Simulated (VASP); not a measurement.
# BiB12: single point with PBE

BiB12:

```
B Bi
1.0
     0.00000    3.80448    3.80448
     3.80448    0.00000    3.80448
     3.80448    3.80448    0.00000
B Bi
12 1
Direct
  0.83728 0.16272 0.50000
  0.16272 0.83728 0.50000
  0.50000 0.83728 0.16272
  0.16272 0.50000 0.50000
  0.50000 0.50000 0.83728
  0.50000 0.50000 0.16272
  0.50000 0.83728 0.50000
  0.16272 0.50000 0.83728
  0.83728 0.50000 0.50000
  0.50000 0.16272 0.50000
  0.83728 0.50000 0.16272
  0.50000 0.16272 0.83728
  0.00000 0.00000 0.00000
```

The cell was built from a structure type or drawn by symmetry, and may not be a known phase.

```yaml
Program: VASP 6.6.1
Task: single point
Functional: PBE
Potentials_or_basis: VASP PAW PBE potentials, release 64 (B, Bi_d)
Cutoff: 520 eV
k_mesh: 4 × 4 × 4
Occupations: gaussian, width 0.1 eV
Spin: no spin polarisation
Dipole_correction: no
Further_INCAR_settings: ALGO = Normal; EDIFF = 1e-06; NBANDS = 38
```

```
Pressure               : 0.1 GPa
Largest force          : 0.021 eV/Å
Band gap on the k mesh : zero (an odd number of electrons rules out a gap without spin polarisation)
```

Forces in eV/Å, atoms in the order of the input:
```
B    0.015 -0.015  0.000
B   -0.015  0.015  0.000
B    0.000  0.015 -0.015
B    0.000  0.015  0.015
B   -0.015 -0.015  0.000
B    0.015  0.015  0.000
B   -0.015  0.000 -0.015
B   -0.015  0.000  0.015
B    0.000 -0.015 -0.015
B    0.015  0.000  0.015
B    0.015  0.000 -0.015
B    0.000 -0.015  0.015
Bi   0.000  0.000  0.000
```

Levels at points of the mesh, in eV from the Fermi level:
```csv
k point,band 22,band 23,band 24,band 25,band 26,band 27,band 28,band 29
"(0.00, 0.00, 0.00)",-1.80,-1.80,-1.42,-1.42,1.88,1.88,1.88,2.83
"(0.50, 0.00, 0.00)",-2.29,-1.94,-1.94,-1.83,0.01,0.01,1.60,1.81
"(0.50, 0.50, 0.00)",-3.57,-3.57,-2.86,-2.29,-0.91,-0.91,2.73,3.22
```

It took 33 s on 1 thread of Intel(R) Xeon(R) Platinum 8559C (Emerald Rapids) (shared host), peak memory 0.23 GiB.

Caveat: spin-orbit coupling is left out, which moves the levels of the heavy elements.
